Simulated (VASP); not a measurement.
# Au (Cmcm) in VASP: a series of runs, part 2 of 2

VASP 6.6.1. Earlier steps stand in the parts before.

### 3 Relaxation of cell and atoms, PBEsol, target pressure 30 GPa, at which the enthalpy is minimised

The input, INCAR:

```
PREC = Accurate ; ENCUT = 600
EDIFF = 1E-7 ; ISMEAR = -1
SIGMA = 0.05 ; LREAL = False
LASPH = True ; NELM = 80
ALGO = Normal ; ISIF = 3
LWAVE = False ; LCHARG = False
GGA = PS ; IBRION = 2
NSW = 60 ; EDIFFG = -0.01
PSTRESS = 300.0
```

The input, KPOINTS:

```
regular mesh
0
Gamma
  11 11 6
```

The input, POSCAR:

```
Au
1.0
    1.4113099650     -2.5559330250      0.0000000000
    1.4113099650      2.5559330250      0.0000000000
    0.0000000000      0.0000000000      4.8931696100
Au
2
Direct
    0.3346720300      0.6653279700      0.2500000000
    0.6653279700      0.3346720300      0.7500000000
```

Potentials or basis: VASP PAW PBE potentials, release 64 (Au).

Started as:

```
$ cat potpaw_PBE.64/Au/POTCAR > POTCAR
$ mpirun -np 1 vasp_std > vasp.out
```

OUTCAR:

```text
PREC = Accurate
   ENCUT = 600
   EDIFF = 1E-7
   ISMEAR = -1
   LREAL = False
   LASPH = True
   NELM = 80
   ISIF = 3
   GGA = PS
   IBRION = 2
   NSW = 60
   EDIFFG = -0.01
   PSTRESS = 300.0

 ion  position               nearest neighbor table
   1  0.335  0.665  0.250-   2 2.95   2 2.95   2 2.95   2 2.95   2 2.97   2 2.97
   2  0.665  0.335  0.750-   1 2.95   1 2.95   1 2.95   1 2.95   1 2.97   1 2.97

  LATTYP: Found a base centered orthorhombic cell.
 ALAT       =     2.8226199300
 B/A-ratio  =     1.8110359088
 C/A-ratio  =     1.7335559627

  Lattice vectors:

 A1 = (   1.4113099650,  -2.5559330250,   0.0000000000)
 A2 = (   1.4113099650,   2.5559330250,   0.0000000000)
 A3 = (   0.0000000000,   0.0000000000,   4.8931696100)

Analysis of symmetry for initial positions (statically):
=====================================================================
 Subroutine PRICEL returns:
 Original cell was already a primitive cell.

 Routine SETGRP: Setting up the symmetry group for a
 base centered orthorhombic supercell.

 Subroutine GETGRP returns: Found  8 space group operations
 (whereof  4 operations were pure point group operations)
 out of a pool of  8 trial point group operations.

The static configuration has the point symmetry C_2h.
 The point group associated with its full space group is D_2h.

Analysis of symmetry for dynamics (positions and initial velocities):
[... 165 lines left out ...]
 cond. band min:       8.6389224630   @ k =   0.1818   0.1818   0.3333
 fundamental gap:      0.0157867943
 Fermi energy:         8.6341842714

 k-point     1 :       0.0000    0.0000    0.0000
  band No.  band energies     occupation
      1      -0.8534      2.00000
      2       1.5600      2.00000
      3       3.9595      2.00000
      4       4.0193      2.00000
      5       4.3519      2.00000
      6       4.5973      2.00000
      7       4.8504      2.00000
      8       5.2238      2.00000
      9       5.3974      2.00000
     10       6.5218      2.00000
     11       6.6011      2.00000
     12       7.5892      2.00000
     13      11.0724      0.00000
     14      23.2169      0.00000
[... 524 lines left out ...]
  energy  without entropy=       -7.6260077404  energy(sigma->0) =       -7.62934888

  enthalpy is  TOTEN    =        -1.8433112679 eV   P V=        5.7893787460

[... ionic steps 4 to 13 ...]

--------------------------------------- Ionic step       14  -------------------------------------------

 number of electron      22.0000005 magnetization

------------------------ aborting loop because EDIFF is reached ----------------------------------------
[... 71 lines left out ...]
--------------------------------------- Ionic step       16  -------------------------------------------

 number of electron      22.0000005 magnetization

 Free energy of the ion-electron system (eV)
  ---------------------------------------------------
  ext. energy  EPLUGINS =         0.00000000
  ---------------------------------------------------
  free energy    TOTEN  =        -7.52363316 eV

  energy without entropy =       -7.51930239  energy(sigma->0) =       -7.52146778

 E-fermi :  11.4696     XC(G=0): -13.6290

 val. band max:       11.3726829405   @ k =  -0.1818   0.0909   0.1667
 cond. band min:      11.5127487995   @ k =  -0.4545   0.2727   0.5000
 fundamental gap:      0.1400658591
 Fermi energy:        11.4695970241

 k-point     1 :       0.0000    0.0000    0.0000
  band No.  band energies     occupation
      1       0.1774      2.00000
      2       2.8743      2.00000
      3       5.9485      2.00000
      4       6.2047      2.00000
      5       6.2062      2.00000
      6       6.6235      2.00000
      7       6.6235      2.00000
      8       7.3714      2.00000
      9       7.3745      2.00000
     10       9.1610      2.00000
     11       9.1637      2.00000
     12       9.7432      2.00000
     13      15.0149      0.00000
     14      25.8030      0.00000
[... 448 lines left out ...]
  energy  without entropy=       -7.5193023862  energy(sigma->0) =       -7.52146778

  enthalpy is  TOTEN    =        -1.8847618831 eV   P V=        5.6388712810

 reached required accuracy - stopping structural energy minimisation
```

OSZICAR:

```text
N       E                     dE             d eps       ncg     rms          rms(c)
DAV:   1     0.130832921142E+03    0.13083E+03   -0.12879E+04  4320   0.159E+03
DAV:   2    -0.665440488707E+01   -0.13749E+03   -0.13224E+03  4670   0.304E+02
DAV:   3    -0.847561607838E+01   -0.18212E+01   -0.18096E+01  5265   0.364E+01
[... 127 lines left out ...]
DAV:   2    -0.752365803441E+01    0.48361E-04   -0.34673E-04  5370   0.180E-01    0.276E-02
DAV:   3    -0.752363516501E+01    0.22869E-04   -0.29718E-05  4999   0.506E-02    0.110E-02
DAV:   4    -0.752363331481E+01    0.18502E-05   -0.33357E-06  5314   0.151E-02    0.424E-03
DAV:   5    -0.752363319805E+01    0.11676E-06   -0.12176E-07  3062   0.302E-03    0.176E-03
DAV:   6    -0.752363316415E+01    0.33893E-07   -0.15177E-08  2384   0.976E-04
  16 F= -.18847619E+01 E0= -.18825965E+01  d E =-.244543E-04
```

It took 13 min on 1 thread of Intel Xeon 8259CL, shared host; peak memory 0.24 GiB.

Results:

```
Free energy                                                : -7.5236 eV
Relaxed volume                                             : 15.06 Å³/atom
Relaxed cell                                               : a = 2.759 Å, b = 2.759 Å, c = 4.570 Å, α = 90.00°, β = 90.00°, γ = 120.00°
Space group after relaxing (to 0.1 Å)                      : P6_3/mmc (No. 194)
Energy change on relaxing (the run minimises the enthalpy) : +141.1 meV/atom
Ionic steps                                                : 16
Pressure after relaxing                                    : 29.9 GPa
Band gap on the k mesh                                     : zero (bands 11 and 12 overlap by 6.97 eV)
```

The path:
| step | energy change (eV) | largest force (eV/Å) | pressure (GPa) | volume (Å³) |
| --- | --- | --- | --- | --- |
| 1 | 0.0000 | 0.0202 | -5.40 | 35.30 |
| 2 | 13.3203 | 0.1373 | 520.92 | 18.88 |
| 3 | 0.1731 | 0.0577 | 22.31 | 30.92 |
| 4 | 0.2266 | 0.0593 | 25.82 | 30.56 |
| 5 | 0.3013 | 0.0614 | 30.37 | 30.13 |
| 6 | 0.2832 | 0.0609 | 29.30 | 30.23 |
| 7 | 0.2808 | 0.0143 | 29.82 | 30.12 |
| 8 | 0.2816 | 0.0174 | 29.86 | 30.12 |
| 9 | 0.2908 | 0.0195 | 30.42 | 30.07 |
| 10 | 0.2890 | 0.0191 | 30.31 | 30.08 |
| 11 | 0.2818 | 0.0194 | 29.88 | 30.12 |
| 12 | 0.2832 | 0.0193 | 29.96 | 30.11 |
| 13 | 0.2833 | 0.0182 | 29.98 | 30.11 |
| 14 | 0.2835 | 0.0144 | 29.99 | 30.11 |
| 15 | 0.2841 | 0.0072 | 30.02 | 30.10 |
| 16 | 0.2822 | 0.0009 | 29.92 | 30.11 |

Final structure:
```
Au
1.0
     1.37923   -2.38902    0.00000
     1.37923    2.38902    0.00000
     0.00000    0.00000    4.56979
Au
2
Direct
  0.33340 0.66660 0.25000
  0.66660 0.33340 0.75000
```

Caveat: the cell is relaxed towards a set pressure, so the run minimises the enthalpy, not the energy; the PAW data sets were made with another functional, which shifts forces and pressure a little; spin-orbit coupling is left out, which moves the levels of the heavy elements.

### 4 Single point, PBE

This run uses another cell than the first one, of 16.59 Å³/atom.

The input, INCAR:

```
SYSTEM = Au
PREC = Accurate
ENCUT = 520
EDIFF = 1E-6
ISMEAR = -1
SIGMA = 0.05
LREAL = .FALSE.
LASPH = .TRUE.
NELM = 60
ALGO = Normal
ISIF = 2
LWAVE = .FALSE.
LCHARG = .FALSE.
GGA = PE
NBANDS = 18
```

The input, KPOINTS:

```
regular mesh
0
G
  11 11 6
  0 0 0
```

The input, POSCAR:

```
Au
1.0
    1.3824996368     -2.5037564861      0.0000000000
    1.3824996368      2.5037564861      0.0000000000
    0.0000000000      0.0000000000      4.7932809775
Au
2
Direct
    0.3346720300      0.6653279700      0.2500000000
    0.6653279700      0.3346720300      0.7500000000
```

Started as:

```
$ cat potpaw_PBE.64/Au/POTCAR > POTCAR
$ mpirun -np 1 vasp_std > vasp.out
```

Wall time 22 s (1 thread of Intel Xeon 6975P-C (Granite Rapids), shared host); peak memory 0.2 GiB.

It converged, with:

```
Free energy            : -6.3071 eV
Pressure               : 14.3 GPa
Largest force          : 0.049 eV/Å
Band gap on the k mesh : zero (bands 11 and 12 overlap by 6.54 eV)
```

Forces in eV/Å, atoms in the order of the input:
```
Au   0.000 -0.049  0.000
Au   0.000  0.049  0.000
```

Stress tensor (GPa, compression positive):
```
18.66  0.00  0.00
 0.00 12.42  0.00
 0.00  0.00 11.94
```

Levels at points of the mesh, in eV from the Fermi level:
```csv
k point,band 8,band 9,band 10,band 11,band 12,band 13,band 14,band 15
"(0.00, 0.00, 0.00)",-3.68,-3.48,-2.24,-2.15,-1.31,2.73,14.57,15.60
"(0.00, 0.00, 0.50)",-4.43,-2.75,-2.75,-2.58,-2.58,10.65,10.65,14.93
```

Caveat: the stress differs along the axes, from 12 to 19 GPa; spin-orbit coupling is left out, which moves the levels of the heavy elements.

### 5 Overview

```csv
task,level,cell,cutoff (eV),gap on the mesh (eV),pressure (GPa)
relaxation of cell and atoms,PBEsol,"relaxed to 20 GPa from a = 2.920, b = 2.920, c = 4.893 Å, angles 90.0, 90.0, 122.2°, 2 atoms",600,none,19.9
relaxation of cell and atoms,PBEsol,"relaxed to 30 GPa from a = 2.920, b = 2.920, c = 4.893 Å, angles 90.0, 90.0, 122.2°, 2 atoms",600,none,29.9
single point,PBE,"a = 2.860, b = 2.860, c = 4.793 Å, angles 90.0, 90.0, 122.2°, 2 atoms",520,none,14.3
```

Alike in all rows: potentials or basis VASP PAW PBE potentials, release 64 (Au); no spin polarisation; k mesh 11 × 11 × 6; smearing fermi-dirac 0.05 eV.

Caveats: spin-orbit coupling is left out, which moves the levels of the heavy elements; the cell is relaxed towards a set pressure, so the run minimises the enthalpy, not the energy (at least some runs); the PAW data sets were made with another functional, which shifts forces and pressure a little (at least some runs); the stress differs along the axes, from 12 to 19 GPa (at least some runs).

Absolute energies hang on the potentials; compare differences alone.

The gap in the log of VASP goes by the Fermi energy; the results here count the filled bands.